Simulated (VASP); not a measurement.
A run of VASP 6.6.1:

The input POSCAR:

```
WS2
1.0
    2.7756533818     -1.6054006491     -0.1589797290
    2.7756533818      1.6054006491     -0.1589797290
   -3.0271747819      0.0000000000     12.2756270775
W S
2 4
Direct
    0.3339842525      0.3339842525      0.7521780162
    0.6660157475      0.6660157475      0.2478219838
   -0.0855632207     -0.0855632207      0.6237264036
    1.0855632207      1.0855632207      0.3762735964
    0.7535142045      0.7535142045      0.8807746056
    0.2464857955      0.2464857955      0.1192253944
```

INCAR.step1

```
SYSTEM = WS2
  PREC = Accurate
  ENCUT = 520
  ISMEAR = -1
  SIGMA = 0.03
  LREAL = .FALSE.
  LASPH = .TRUE.
  NELM = 80
  NBANDS = 35
  GGA = PE
  ALGO = Normal
  EDIFF = 1E-4
  LWAVE = .TRUE.
  LCHARG = .FALSE.
```

File INCAR.step2:

```
SYSTEM = WS2
  PREC = Accurate
  ENCUT = 520
  EDIFF = 1E-7
  ISMEAR = -1
  SIGMA = 0.03
  LREAL = .FALSE.
  LASPH = .TRUE.
  NELM = 80
  ALGO = Normal
  ISIF = 2
  LWAVE = .FALSE.
  LCHARG = .FALSE.
  METAGGA = R2SCAN
  LMIXTAU = .TRUE.
  LUSE_VDW = .TRUE.
  IVDW_NL = 2
  BPARAM = 11.95
  CPARAM = 0.0093
  NBANDS = 35
  ISTART = 1
```

File KPOINTS:

```
Automatic mesh
0
G
  10 10 4
  0 0 0
```

Potentials or basis: VASP PAW PBE potentials, release 64 (W_sv, S).

Run with:

```sh
$ cat potpaw_PBE.64/W_sv/POTCAR potpaw_PBE.64/S/POTCAR > POTCAR
$ cp INCAR.step1 INCAR
$ mpirun -np 1 vasp_std > vasp.out
$ cp INCAR.step2 INCAR
$ mpirun -np 1 vasp_std > vasp.out
```

Hardware: 1 thread of Intel(R) Xeon(R) Platinum 8488C (Sapphire Rapids), on a shared host.

**Question.** Estimate the wall time of this run.

**Answer.** Run time: 17 min on 1 thread of Intel(R) Xeon(R) Platinum 8488C (Sapphire Rapids), with other jobs on the host, peak memory 0.67 GiB. Counts: k points 117.
